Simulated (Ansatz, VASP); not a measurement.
**MgO in VASP and in Ansatz**

```
CELL_PARAMETERS angstrom
3.49477 0.00000 0.00000
1.74738 -3.02656 -4.19471
1.74738 3.02656 -4.19471
ATOMIC_POSITIONS crystal
Mg 0.87675 0.46315 0.78335
Mg 0.37675 0.96315 0.28335
Mg 0.12675 0.53335 0.21315
Mg 0.62675 0.03335 0.71315
O 0.62234 0.72454 0.03078
O 0.12234 0.22454 0.53078
O 0.37234 0.28078 0.97454
O 0.87234 0.78078 0.47454
```

Change from the starting cell: mode 12 frozen in at -0.022 Å and mode 21 at -0.082 Å (largest displacements).

Alike in both runs: task single point; functional PBEsol; k mesh 8 × 8 × 8; occupations gaussian, width 0.05 eV; no spin polarisation.

|  | VASP | Ansatz |
| --- | --- | --- |
| version | VASP 6.6.1 | Ansatz 0.2.0 |
| potentials or method | VASP PAW PBE potentials, release 64 (Mg, O), cutoff 520 eV | scalar-relativistic, plane waves, PAW |
| valence electrons in the cell | 32 | 64 |

```tsv
	VASP	Ansatz	Ansatz less VASP
gap on the k mesh at the Fermi level (eV)	3.23	3.24	+0.009
least direct gap on the mesh (eV)	3.23	3.24	+0.009
pressure (GPa)	1.3	1.7	+0.38
traceless stress, the component that is largest in VASP (GPa)	9.05	8.85	-0.197
rms of the force components (eV/Å)	0.792	0.780	-0.0115
```

VASP's potentials were made for PBE, not for PBEsol, and Ansatz warns of the same on its side. Atom by atom the forces differ by 0.012 eV/Å (rms over components). With one functional, cell and mesh, what is left measures potentials, basis and numerics. VASP's potentials hold 32 valence electrons a cell and Ansatz's 64, so a difference there can come from the potentials and not from the codes.
